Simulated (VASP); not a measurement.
# TaSi3 (Pm-3m) in VASP: density of states with PBE

Aim: the density of states of TaSi3 with PBE.

Program: VASP 6.6.1. These are calculated values, not measurements. Logs are shortened: lines on timing, memory, paths and dates and some standing lists are left out, and cuts for length are marked.

## Step 1: The cell of the first run

The structure is cubic, space group Pm-3m (No. 221). Conventional cell: a = 4.909 Å, b = 4.909 Å, c = 4.909 Å, α = 90.00°, β = 90.00°, γ = 90.00°. Within 3.2 Å of Ta (site symmetry m-3m) lie 6 Si at 2.45 Å. Within 3.2 Å of Si (site symmetry 4/mmm) lie 2 Ta at 2.45 Å.

## Step 2: Density of states, PBE

POSCAR reads:

```
TaSi3
1.0
    4.9086189310      0.0000000000      0.0000000000
    0.0000000000      4.9086189310      0.0000000000
    0.0000000000      0.0000000000      4.9086189310
Ta Si
1 3
Direct
    0.0000000000      0.0000000000      0.0000000000
    0.5000000000      0.0000000000      0.0000000000
    0.0000000000      0.5000000000      0.0000000000
    0.0000000000      0.0000000000      0.5000000000
```

INCAR.step1 reads:

```
SYSTEM = TaSi3
ALGO = Normal
EDIFF = 1E-6
ENCUT = 520
GGA = PE
ISIF = 2
ISMEAR = 0
LASPH = .TRUE.
LCHARG = .TRUE.
LMAXMIX = 4
LREAL = .FALSE.
LWAVE = .FALSE.
NBANDS = 20
NELM = 60
PREC = Accurate
SIGMA = 0.1
```

KPOINTS.step1 reads:

```
k-points
0
G
  10 10 10
  0 0 0
```

INCAR.step2 reads:

```
SYSTEM = TaSi3
ALGO = Normal
EDIFF = 1E-6
ENCUT = 520
GGA = PE
ICHARG = 11
ISIF = 2
ISMEAR = -5
LASPH = .TRUE.
LCHARG = .FALSE.
LMAXMIX = 4
LORBIT = 11
LREAL = .FALSE.
LWAVE = .FALSE.
NEDOS = 1001
NELM = 60
PREC = Accurate
SIGMA = 0.1
```

KPOINTS.step2 reads:

```
k-points
0
G
  15 15 15
  0 0 0
```

Potentials or basis: VASP PAW PBE potentials, release 64 (Ta_pv, Si).

Launch:

```console
$ cat potpaw_PBE.64/Ta_pv/POTCAR potpaw_PBE.64/Si/POTCAR > POTCAR
$ cp INCAR.step1 INCAR
$ cp KPOINTS.step1 KPOINTS
$ mpirun -np 1 vasp_std > vasp.out
$ cp INCAR.step2 INCAR
$ cp KPOINTS.step2 KPOINTS
$ mpirun -np 1 vasp_std > vasp.out
```

OUTCAR:

```text
SYSTEM = TaSi3
   EDIFF = 1E-6
   ENCUT = 520
   GGA = PE
   ICHARG = 11
   ISIF = 2
   ISMEAR = -5
   LASPH = .TRUE.
   LORBIT = 11
   LREAL = .FALSE.
   NELM = 60
   PREC = Accurate

 ion  position               nearest neighbor table
   1  0.000  0.000  0.000-   2 2.45   3 2.45   4 2.45   4 2.45   3 2.45   2 2.45
   2  0.500  0.000  0.000-   1 2.45   1 2.45
   3  0.000  0.500  0.000-   1 2.45   1 2.45
   4  0.000  0.000  0.500-   1 2.45   1 2.45

  LATTYP: Found a simple cubic cell.
 ALAT       =     4.9086189310

  Lattice vectors:

 A1 = (   4.9086189310,   0.0000000000,   0.0000000000)
 A2 = (   0.0000000000,   4.9086189310,   0.0000000000)
 A3 = (   0.0000000000,   0.0000000000,   4.9086189310)

Analysis of symmetry for initial positions (statically):
=====================================================================
 Subroutine PRICEL returns:
 Original cell was already a primitive cell.

 Routine SETGRP: Setting up the symmetry group for a
 simple cubic supercell.

 Subroutine GETGRP returns: Found 48 space group operations
 (whereof 48 operations were pure point group operations)
 out of a pool of 48 trial point group operations.

The static configuration has the point symmetry O_h .

Analysis of symmetry for dynamics (positions and initial velocities):
=====================================================================
 Subroutine PRICEL returns:
 Original cell was already a primitive cell.

 Routine SETGRP: Setting up the symmetry group for a
 simple cubic supercell.

 Subroutine GETGRP returns: Found 48 space group operations
 (whereof 48 operations were pure point group operations)
 out of a pool of 48 trial point group operations.

The dynamic configuration has the point symmetry O_h .

 Subroutine INISYM returns: Found 48 space group operations
 (whereof 48 operations are pure point group operations),
 and found     1 'primitive' translations

----------------------------------------------------------------------------------------

                                     Primitive cell

  volume of cell :     118.2709

  direct lattice vectors                    reciprocal lattice vectors
     4.908618931  0.000000000  0.000000000     0.203723290  0.000000000  0.000000000
     0.000000000  4.908618931  0.000000000     0.000000000  0.203723290  0.000000000
     0.000000000  0.000000000  4.908618931     0.000000000  0.000000000  0.203723290

  length of vectors
     4.908618931  4.908618931  4.908618931     0.203723290  0.203723290  0.203723290

  position of ions in fractional coordinates (direct lattice)
     0.000000000  0.000000000  0.000000000
     0.500000000  0.000000000  0.000000000
     0.000000000  0.500000000  0.000000000
     0.000000000  0.000000000  0.500000000

  ion indices of the primitive-cell ions
   primitive index   ion index
                 1           1
                 2           2
                 3           3
                 4           4

----------------------------------------------------------------------------------------

 KPOINTS: k-points

Automatic generation of k-mesh.
 Grid dimensions read from file:
 generate k-points for:   15   15   15

 Generating k-lattice:

  Cartesian coordinates                     Fractional coordinates (reciprocal lattice)
     0.013581553  0.000000000  0.000000000     0.066666667  0.000000000  0.000000000
     0.000000000  0.013581553  0.000000000     0.000000000  0.066666667  0.000000000
     0.000000000  0.000000000  0.013581553     0.000000000  0.000000000  0.066666667

  Length of vectors
     0.013581553  0.013581553  0.013581553

  Shift w.r.t. Gamma in fractional coordinates (k-lattice)
     0.000000000  0.000000000  0.000000000

 TETIRR: Found   1667 inequivalent tetrahedra from    20250

 Subroutine IBZKPT returns following result:
 ===========================================

 Found    120 irreducible k-points:

 Following reciprocal coordinates:
            Coordinates               Weight
  0.000000  0.000000  0.000000      1.000000
  0.066667  0.000000  0.000000      6.000000
  0.133333  0.000000  0.000000      6.000000
  0.200000  0.000000  0.000000      6.000000
  0.266667  0.000000  0.000000      6.000000
  0.333333  0.000000  0.000000      6.000000
[... 16 lines left out ...]
  0.266667  0.200000  0.000000     24.000000
  0.333333  0.200000  0.000000     24.000000
 [... further k-points ...]
   k-points           NKPTS =    120   k-points in BZ     NKDIM =    120   number of bands    NBANDS=     15
   number of dos      NEDOS =   1001   number of ions     NIONS =      4
   total plane-waves  NPLWV =  64000
   dimension x,y,z NGX =    40 NGY =   40 NGZ =   40
   dimension x,y,z NGXF=    80 NGYF=   80 NGZF=   80
   ions per type =               1   3
   NGX,Y,Z   is equivalent  to a cutoff of  13.55, 13.55, 13.55 a.u.
   NGXF,Y,Z  is equivalent  to a cutoff of  27.09, 27.09, 27.09 a.u.
 SYSTEM =  TaSi3
   PREC   = accura    normal or accurate (medium, high low for compatibility)
   ISTART =      0    job   : 0-new  1-cont  2-samecut
   ICHARG =     11    charge: 1-file 2-atom 10-const
   ISPIN  =      1    spin polarized calculation?
   LNONCOLLINEAR =      F non collinear calculations
   LSORBIT =      F    spin-orbit coupling
   LASPH  =      T    aspherical Exc in radial PAW
   ENCUT  =  520.0 eV  38.22 Ry    6.18 a.u.   9.13  9.13  9.13*2*pi/ulx,y,z
   NELM   =     60;   NELMIN=  2; NELMDL=  0     # of ELM steps
   EDIFF  = 0.1E-05   stopping-criterion for ELM
   LREAL  =      F    real-space projection
   EDIFFG = 0.1E-04   stopping-criterion for IOM
   NSW    =      0    number of steps for IOM
   IBRION =     -1    ionic relax: 0-MD 1-quasi-New 2-CG
   NFREE  =      0    steps in history (QN), initial steepest desc. (CG)
   ISIF   =      2    stress and relaxation
   ISYM   =      2    0-nonsym 1-usesym 2-fastsym
   POTIM  = 0.5000    time-step for ionic-motion
   TEBEG  =    0.0;   TEEND  =   0.0 temperature during run
   PSTRESS=    0.0 pullay stress
   NELECT =      23.0000    total number of electrons
   NUPDOWN=      -1.0000    fix difference up-down
   EMIN   =  10.00;   EMAX   =-10.00  energy-range for DOS
   EFERMI =   0.00;   METHOD = LEGACY
   ISMEAR =    -5;   SIGMA  =   0.10  broadening in eV -4-tet -1-fermi 0-gaus
   EFERMI_NEDOS =   21; number of points for ismear=-14 and -15
   IALGO  =     38    algorithm
   IMIX   =      4    mixing-type and parameters
     AMIX     =   0.40;   BMIX     =  1.00
     AMIX_MAG =   1.60;   BMIX_MAG =  1.00
  volume/ion in A,a.u.               =      29.57       199.53
  Fermi-wavevector in a.u.,A,eV,Ry     =   0.948473  1.792353 12.239805  0.899600
  Thomas-Fermi vector in A             =   2.076664
   LORBIT       =     11    0 simple, 1 ext, 2 COOP (PROOUT), +10 PAW based schemes
   GGA     = PE    functional components
   LHFCALC =     F    Hartree Fock is set to
   AEXX    =    0.0000 exact exchange contribution
   IVDW    =     0    specifies the selected vdW correction
   LEPSILON=     F    determine dielectric tensor
   LRPA    =     F    only Hartree local field effects (RPA)
 non-spin polarized calculation
 Fermi weights with tetrahedron method with Bloechl corrections
  energy-cutoff  :      520.00
  volume of cell :      118.27
 maximum number of plane-waves:      3207
 NGX is ok and might be reduce to    40

 number of electron      23.0000003 magnetization

 Free energy of the ion-electron system (eV)
  ---------------------------------------------------
  ext. energy  EPLUGINS =         0.00000000
  ---------------------------------------------------
  free energy    TOTEN  =       -24.99176826 eV

  energy without entropy =      -24.99176826  energy(sigma->0) =      -24.99176826

 E-fermi :   2.0937     XC(G=0):  -8.1280

 val. band max:        2.1240672862   @ k =   0.1333   0.0667   0.0000
 cond. band min:       2.0937066287   @ k =   0.2667   0.1333   0.1333
 fundamental gap:     -0.0303606575
 Fermi energy:         2.0937169164

 k-point     1 :       0.0000    0.0000    0.0000
  band No.  band energies     occupation
      1     -31.2151      2.00000
      2     -31.2151      2.00000
      3     -31.2151      2.00000
      4      -6.9733      2.00000
      5      -4.1504      2.00000
      6      -4.1504      2.00000
      7       0.5558      2.00000
      8       0.5558      2.00000
      9       0.5558      2.00000
     10       2.4510      0.00000
     11       2.4510      0.00000
     12       2.4510      0.00000
     13       4.0620      0.00000
     14       4.0620      0.00000
     15       4.0620      0.00000

 k-point     2 :       0.0667    0.0000    0.0000
  band No.  band energies     occupation
      1     -31.2154      2.00000
      2     -31.2151      2.00000
      3     -31.2151      2.00000
      4      -6.9499      2.00000
      5      -4.1553      2.00000
      6      -4.1466      2.00000
      7       0.4924      2.00000
      8       0.5615      2.00000
      9       0.5615      2.00000
     10       2.3676     -0.10367
     11       2.3676     -0.04675
     12       2.4539      0.00000
     13       3.9966      0.00000
     14       4.1623      0.00000
     15       4.1623      0.00000
[... 365 lines left out ...]
      3     -31.2150      2.00000
      4      -6.4252      2.00000
      5      -4.2115      2.00000
      6      -4.1198      2.00000
      7      -0.3473      2.00000
      8       0.4497      2.00000
      9       0.6880      2.00000
     10       0.9193      2.00000
     11       1.4980      2.00000
     12       2.3984      0.00000
     13       3.5362      0.00000
     14       3.9455      0.00000
     15       4.4484      0.00000

 k-point    24 :       0.3333    0.2000    0.0000
  band No.  band energies     occupation
      1     -31.2199      2.00000
      2     -31.2173      2.00000
      3     -31.2150      2.00000
      4      -6.2729      2.00000
      5      -4.2661      2.00000
      6      -4.0984      2.00000
      7      -0.4762      2.00000
      8       0.3363      2.00000
      9       0.7291      2.00000
     10       0.7318      2.00000
     11       1.3447      2.00000
     12       2.3985      0.00000
     13       3.2246      0.00000
     14       3.9759      0.00000
     15       4.2719      0.00000

 [... further k-points ...]
[... 5 lines left out ...]
  --------------------------------------------------------------------------------------
  -------------------------------------------------------------------------------------
  Total       -0.0267849     -0.0267849     -0.0267849     -0.0000000      0.0000000      0.0000000
  in kB       -0.3628462     -0.3628462     -0.3628462     -0.0000000      0.0000000      0.0000000
  external PRESSURE =      -0.3628462 kB  Pullay stress =       0.0000000 kB

 VOLUME and BASIS-vectors are now :
 -----------------------------------------------------------------------------
  energy-cutoff  :      520.00
  volume of cell :      118.27
      direct lattice vectors                 reciprocal lattice vectors
     4.908618931  0.000000000  0.000000000     0.203723290  0.000000000  0.000000000
     0.000000000  4.908618931  0.000000000     0.000000000  0.203723290  0.000000000
     0.000000000  0.000000000  4.908618931     0.000000000  0.000000000  0.203723290

 POSITION                                       TOTAL-FORCE (eV/Angst)
 -----------------------------------------------------------------------------------
      0.00000      0.00000      0.00000         0.000000      0.000000      0.000000
      2.45431      0.00000      0.00000         0.000000      0.000000      0.000000
      0.00000      2.45431      0.00000         0.000000      0.000000      0.000000
      0.00000      0.00000      2.45431         0.000000      0.000000      0.000000
 -----------------------------------------------------------------------------------
    total drift:                                0.000000      0.000000     -0.000000

  FREE ENERGIE OF THE ION-ELECTRON SYSTEM (eV)
  ---------------------------------------------------
  free  energy   TOTEN  =       -24.9917682568 eV

  energy  without entropy=      -24.9917682568  energy(sigma->0) =      -24.99176826

 total charge

# of ion       s       p       d       tot
------------------------------------------
    1        0.361   6.224   2.604   9.189
    2        0.857   0.733   0.000   1.590
    3        0.857   0.733   0.000   1.590
    4        0.857   0.733   0.000   1.590
--------------------------------------------------
tot          2.931   8.424   2.604  13.959
```

It took 2.7 min on 1 thread of Intel Xeon 6975P-C, shared host; peak memory 0.39 GiB.

What came out:

```yaml
Valence_electrons_inside_the_program's_atomic_spheres: Ta 9.19; Si 1.59
```

Caveat: spin-orbit coupling is left out, which moves the levels of the heavy elements; tetrahedron occupations give inexact forces and stress in metals.
